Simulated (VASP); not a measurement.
Wanted: the native input for a VASP 6.6.1 run.

* Task: single point
* Functional: RPBE
* Potentials or basis: VASP PAW PBE potentials, release 64 (Mo_sv)
* Cutoff: 520 eV
* k mesh: 14 × 14 × 14
* Occupations: fermi-dirac, width 0.1 eV
* Spin: no spin polarisation
* Dipole correction: no
* Further INCAR settings: ALGO = Normal; EDIFF = 1e-07; NBANDS = 13

The structure of Mo lies in POSCAR:

```
Mo
1.0
    0.0000000000      2.0110960468      2.0110960468
    2.0110960468      0.0000000000      2.0110960468
    2.0110960468      2.0110960468      0.0000000000
Mo
1
Direct
    0.0000000000      0.0000000000      0.0000000000
```

This isn't the form of Mo at room conditions, which is bcc.

One way to write it, as run:

INCAR

```
  PREC = Accurate
  ENCUT = 520
  EDIFF = 1E-7
  ISMEAR = -1
  SIGMA = 0.1
  LREAL = False
  LASPH = True
  NELM = 100
  ALGO = Normal
  ISIF = 2
  LWAVE = False
  LCHARG = False
  GGA = RP
  NBANDS = 13
```

KPOINTS

```
regular mesh
0
Gamma
  14 14 14
```

Potentials or basis: VASP PAW PBE potentials, release 64 (Mo_sv).

Launch:

```sh
$ cat potpaw_PBE.64/Mo_sv/POTCAR > POTCAR
$ mpirun -np 1 vasp_std > vasp.out
```

Results of the run:

```json
{
 "Pressure": "0.4 GPa",
 "Band gap on the k mesh": "zero (bands 7 and 8 overlap by 4.59 eV)"
}
```

Caveat: the PAW data sets were made with another functional, which shifts forces and pressure a little.

Run time: 17 s on 1 thread of Intel(R) Xeon(R) Platinum 8259CL CPU @ 2.50GHz (Skylake/Cascade Lake), on a shared host, peak memory 0.15 GiB.
